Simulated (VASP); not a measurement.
# TiPd3 (Pm-3m) in VASP: notebook, part 2 of 2

VASP 6.6.1. The steps go on from the part before.

**4. Single point, LDA (volume scaled by 1.02)**

INCAR reads:

```
SYSTEM = TiPd3
PREC = Accurate ; ENCUT = 520
EDIFF = 1E-6 ; ISMEAR = -1
SIGMA = 0.05 ; LREAL = .FALSE.
LASPH = .TRUE. ; NELM = 60
ALGO = Normal ; ISIF = 2
LWAVE = .FALSE. ; LCHARG = .TRUE.
LELF = .TRUE. ; LVHAR = .TRUE.
NBANDS = 29
```

KPOINTS reads:

```
Automatic mesh
0
G
  11 11 11
  0 0 0
```

POSCAR reads:

```
TiPd3
1.0
    3.8452987505      0.0000000000      0.0000000000
    0.0000000000      3.8452987505      0.0000000000
    0.0000000000      0.0000000000      3.8452987505
Ti Pd
1 3
Direct
    0.0000000000      0.0000000000      0.0000000000
    0.0000000000      0.5000000000      0.5000000000
    0.5000000000      0.0000000000      0.5000000000
    0.5000000000      0.5000000000      0.0000000000
```

Potentials or basis: VASP PAW LDA potentials, release 64 (Ti_sv, Pd).

The run is started by

```bash
> cat potpaw_LDA.64/Ti_sv/POTCAR potpaw_LDA.64/Pd/POTCAR > POTCAR
> mpirun -np 1 vasp_std > vasp.out
```

OUTCAR:

```text
SYSTEM = TiPd3
   PREC = Accurate
   ENCUT = 520
   EDIFF = 1E-6
   ISMEAR = -1
   LREAL = .FALSE.
   LASPH = .TRUE.
   NELM = 60
   ISIF = 2

 ion  position               nearest neighbor table
   1  0.000  0.000  0.000-   2 2.72   3 2.72   4 2.72   2 2.72   3 2.72   2 2.72   4 2.72   2 2.72
                             3 2.72   4 2.72   3 2.72   4 2.72
   2  0.000  0.500  0.500-   1 2.72   3 2.72   4 2.72   1 2.72   4 2.72   1 2.72   3 2.72   1 2.72
                             3 2.72   4 2.72   4 2.72   3 2.72
   3  0.500  0.000  0.500-   1 2.72   2 2.72   4 2.72   1 2.72   4 2.72   2 2.72   4 2.72   4 2.72
                             1 2.72   2 2.72   1 2.72   2 2.72
   4  0.500  0.500  0.000-   1 2.72   2 2.72   3 2.72   2 2.72   3 2.72   1 2.72   3 2.72   3 2.72
                             1 2.72   2 2.72   2 2.72   1 2.72

  LATTYP: Found a simple cubic cell.
 ALAT       =     3.8452987505

  Lattice vectors:

 A1 = (   3.8452987505,   0.0000000000,   0.0000000000)
 A2 = (   0.0000000000,   3.8452987505,   0.0000000000)
 A3 = (   0.0000000000,   0.0000000000,   3.8452987505)

Analysis of symmetry for initial positions (statically):
=====================================================================
 Subroutine PRICEL returns:
 Original cell was already a primitive cell.

 Routine SETGRP: Setting up the symmetry group for a
 simple cubic supercell.

 Subroutine GETGRP returns: Found 48 space group operations
 (whereof 48 operations were pure point group operations)
 out of a pool of 48 trial point group operations.

The static configuration has the point symmetry O_h .

Analysis of symmetry for dynamics (positions and initial velocities):
=====================================================================
 Subroutine PRICEL returns:
 Original cell was already a primitive cell.

 Routine SETGRP: Setting up the symmetry group for a
 simple cubic supercell.

 Subroutine GETGRP returns: Found 48 space group operations
 (whereof 48 operations were pure point group operations)
 out of a pool of 48 trial point group operations.

The dynamic configuration has the point symmetry O_h .

 Subroutine INISYM returns: Found 48 space group operations
 (whereof 48 operations are pure point group operations),
 and found     1 'primitive' translations

----------------------------------------------------------------------------------------

                                     Primitive cell

  volume of cell :      56.8578

  direct lattice vectors                    reciprocal lattice vectors
     3.845298751  0.000000000  0.000000000     0.260057817  0.000000000  0.000000000
     0.000000000  3.845298751  0.000000000     0.000000000  0.260057817  0.000000000
     0.000000000  0.000000000  3.845298751     0.000000000  0.000000000  0.260057817

  length of vectors
     3.845298751  3.845298751  3.845298751     0.260057817  0.260057817  0.260057817

  position of ions in fractional coordinates (direct lattice)
     0.000000000  0.000000000  0.000000000
     0.000000000  0.500000000  0.500000000
     0.500000000  0.000000000  0.500000000
     0.500000000  0.500000000  0.000000000

  ion indices of the primitive-cell ions
   primitive index   ion index
                 1           1
                 2           2
                 3           3
                 4           4

[... 29 lines left out ...]
  0.090909  0.000000  0.000000      6.000000
  0.181818  0.000000  0.000000      6.000000
  0.272727  0.000000  0.000000      6.000000
  0.363636  0.000000  0.000000      6.000000
  0.454545  0.000000  0.000000      6.000000
[... 16 lines left out ...]
  0.181818  0.090909  0.090909     24.000000
  0.272727  0.090909  0.090909     24.000000
 [... further k-points ...]
   k-points           NKPTS =     56   k-points in BZ     NKDIM =     56   number of bands    NBANDS=     29
   number of dos      NEDOS =    301   number of ions     NIONS =      4
   total plane-waves  NPLWV =  27000
   dimension x,y,z NGX =    30 NGY =   30 NGZ =   30
   dimension x,y,z NGXF=    60 NGYF=   60 NGZF=   60
   ions per type =               1   3
   NGX,Y,Z   is equivalent  to a cutoff of  12.97, 12.97, 12.97 a.u.
   NGXF,Y,Z  is equivalent  to a cutoff of  25.94, 25.94, 25.94 a.u.
 SYSTEM =  TiPd3
   PREC   = accura    normal or accurate (medium, high low for compatibility)
   ISTART =      0    job   : 0-new  1-cont  2-samecut
   ICHARG =      2    charge: 1-file 2-atom 10-const
   ISPIN  =      1    spin polarized calculation?
   LNONCOLLINEAR =      F non collinear calculations
   LSORBIT =      F    spin-orbit coupling
   LASPH  =      T    aspherical Exc in radial PAW
   ENCUT  =  520.0 eV  38.22 Ry    6.18 a.u.   7.15  7.15  7.15*2*pi/ulx,y,z
   NELM   =     60;   NELMIN=  2; NELMDL= -5     # of ELM steps
   EDIFF  = 0.1E-05   stopping-criterion for ELM
   LREAL  =      F    real-space projection
   EDIFFG = 0.1E-04   stopping-criterion for IOM
   NSW    =      0    number of steps for IOM
   IBRION =     -1    ionic relax: 0-MD 1-quasi-New 2-CG
   NFREE  =      0    steps in history (QN), initial steepest desc. (CG)
   ISIF   =      2    stress and relaxation
   ISYM   =      2    0-nonsym 1-usesym 2-fastsym
   POTIM  = 0.5000    time-step for ionic-motion
   TEBEG  =    0.0;   TEEND  =   0.0 temperature during run
   PSTRESS=    0.0 pullay stress
   NELECT =      42.0000    total number of electrons
   NUPDOWN=      -1.0000    fix difference up-down
   EMIN   =  10.00;   EMAX   =-10.00  energy-range for DOS
   EFERMI =   0.00;   METHOD = LEGACY
   ISMEAR =    -1;   SIGMA  =   0.05  broadening in eV -4-tet -1-fermi 0-gaus
   EFERMI_NEDOS =   21; number of points for ismear=-14 and -15
   IALGO  =     38    algorithm
   IMIX   =      4    mixing-type and parameters
     AMIX     =   0.40;   BMIX     =  1.00
     AMIX_MAG =   1.60;   BMIX_MAG =  1.00
  volume/ion in A,a.u.               =      14.21        95.92
  Fermi-wavevector in a.u.,A,eV,Ry     =   1.479885  2.796576 29.797553  2.190058
  Thomas-Fermi vector in A             =   2.593987
   LORBIT       =      0    0 simple, 1 ext, 2 COOP (PROOUT), +10 PAW based schemes
   GGA     = CA    functional components
   LHFCALC =     F    Hartree Fock is set to
   AEXX    =    0.0000 exact exchange contribution
   IVDW    =     0    specifies the selected vdW correction
   LEPSILON=     F    determine dielectric tensor
   LRPA    =     F    only Hartree local field effects (RPA)
 non-spin polarized calculation
  energy-cutoff  :      520.00
  volume of cell :       56.86
 maximum number of plane-waves:      1551
 NGX is ok and might be reduce to    30
   NGX = 15   NGY = 15   NGZ = 15

 number of electron      42.0000006 magnetization

 Free energy of the ion-electron system (eV)
  ---------------------------------------------------
  ext. energy  EPLUGINS =         0.00000000
  ---------------------------------------------------
  free energy    TOTEN  =       -30.81347622 eV

  energy without entropy =      -30.80124228  energy(sigma->0) =      -30.80735925

 E-fermi :  11.2368     XC(G=0): -13.5168

 val. band max:       11.2251578970   @ k =   0.4545   0.0909   0.0000
 cond. band min:      11.2825010830   @ k =   0.1818   0.0909   0.0909
 fundamental gap:      0.0573431860
 Fermi energy:        11.2367950125

 k-point     1 :       0.0000    0.0000    0.0000
  band No.  band energies     occupation
      1     -46.2151      2.00000
      2     -22.8166      2.00000
      3     -22.8166      2.00000
      4     -22.8166      2.00000
      5       3.0093      2.00000
      6       4.6897      2.00000
[... 757 lines left out ...]
     28      16.3205      0.00000
     29      20.6588      0.00000

 [... further k-points ...]

------------------------ aborting loop because EDIFF is reached ----------------------------------------

  FORCE on cell =-STRESS in cart. coord.  units (eV):
  Direction    XX          YY          ZZ          XY          YZ          ZX
  --------------------------------------------------------------------------------------
  -------------------------------------------------------------------------------------
  Total       -0.6335449     -0.6335449     -0.6335449      0.0000000      0.0000000     -0.0000000
  in kB      -17.8524453    -17.8524453    -17.8524453      0.0000000      0.0000000     -0.0000000
  external PRESSURE =     -17.8524453 kB  Pullay stress =       0.0000000 kB

 VOLUME and BASIS-vectors are now :
 -----------------------------------------------------------------------------
  energy-cutoff  :      520.00
  volume of cell :       56.86
      direct lattice vectors                 reciprocal lattice vectors
     3.845298751  0.000000000  0.000000000     0.260057817  0.000000000  0.000000000
     0.000000000  3.845298751  0.000000000     0.000000000  0.260057817  0.000000000
     0.000000000  0.000000000  3.845298751     0.000000000  0.000000000  0.260057817

 POSITION                                       TOTAL-FORCE (eV/Angst)
 -----------------------------------------------------------------------------------
      0.00000      0.00000      0.00000         0.000000      0.000000      0.000000
      0.00000      1.92265      1.92265         0.000000      0.000000      0.000000
      1.92265      0.00000      1.92265         0.000000      0.000000      0.000000
      1.92265      1.92265      0.00000         0.000000      0.000000      0.000000
 -----------------------------------------------------------------------------------
    total drift:                                0.000000      0.000000     -0.000000

  FREE ENERGIE OF THE ION-ELECTRON SYSTEM (eV)
  ---------------------------------------------------
  free  energy   TOTEN  =       -30.8134762156 eV

  energy  without entropy=      -30.8012422779  energy(sigma->0) =      -30.80735925
```

OSZICAR:

```text
N       E                     dE             d eps       ncg     rms          rms(c)
DAV:   1     0.378584980101E+03    0.37858E+03   -0.20946E+04  3248   0.159E+03
DAV:   2    -0.107659045066E+02   -0.38935E+03   -0.37176E+03  3368   0.416E+02
DAV:   3    -0.335569340807E+02   -0.22791E+02   -0.22085E+02  3964   0.101E+02
DAV:   4    -0.343105110501E+02   -0.75358E+00   -0.75147E+00  4157   0.162E+01
DAV:   5    -0.343282705461E+02   -0.17759E-01   -0.17758E-01  3885   0.245E+00    0.171E+01
DAV:   6    -0.320645272930E+02    0.22637E+01   -0.11554E+01  3440   0.311E+01    0.134E+01
DAV:   7    -0.315307546952E+02    0.53377E+00   -0.18196E+01  3698   0.309E+01    0.730E+00
DAV:   8    -0.308409697249E+02    0.68978E+00   -0.10166E+00  3504   0.921E+00    0.251E+00
DAV:   9    -0.308439763074E+02   -0.30066E-02   -0.36298E-01  4657   0.375E+00    0.155E+00
DAV:  10    -0.308145871850E+02    0.29389E-01   -0.85029E-02  3660   0.255E+00    0.346E-01
DAV:  11    -0.308141882823E+02    0.39890E-03   -0.21663E-03  3642   0.329E-01    0.242E-01
DAV:  12    -0.308134755146E+02    0.71277E-03   -0.20818E-03  3952   0.368E-01    0.240E-02
DAV:  13    -0.308134784199E+02   -0.29053E-05   -0.58965E-05  3575   0.532E-02    0.167E-02
DAV:  14    -0.308134769045E+02    0.15153E-05   -0.20683E-05  3769   0.337E-02    0.825E-03
DAV:  15    -0.308134762156E+02    0.68892E-06   -0.25263E-06  2586   0.137E-02
   1 F= -.30813476E+02 E0= -.30807359E+02  d E =-.122339E-01
```

stdout:

```text
POSCAR found type information on POSCAR TiPd
 POSCAR found :  2 types and       4 ions
 scaLAPACK will be used
 LDA part: xc-table for (Slater(with rela. corr.)+CA(PZ))
 , standard interpolation
 POSCAR, INCAR and KPOINTS ok, starting setup
 FFT: planning ... GRIDC
 FFT: planning ... GRID_SOFT
 FFT: planning ... GRID
 WAVECAR not read
 entering main loop
```

It took 98 s on 1 thread of AMD EPYC 7R43 (Zen 3), shared host; peak memory 0.17 GiB.

Results:

- Free energy: -30.8135 eV
- Pressure: -1.8 GPa
- Band gap on the k mesh: zero (band 21 reaches 12.40 eV, above the bottom of band 22 at 11.11 eV)

**5. The runs side by side**

| cell | gap on the mesh (eV) | pressure (GPa) |
| --- | --- | --- |
| a = 3.768 Å, 4 atoms | none | 13.6 |
| a = 3.807 Å, 4 atoms | none | 5.2 |
| a = 3.845 Å, 4 atoms | none | -1.8 |

Alike in all rows: task single point; level LDA; potentials or basis VASP PAW LDA potentials, release 64 (Ti_sv, Pd); no spin polarisation; k mesh 11 × 11 × 11; cutoff (eV) 520; smearing fermi-dirac 0.05 eV.

Absolute energies hang on the potentials; compare differences alone.
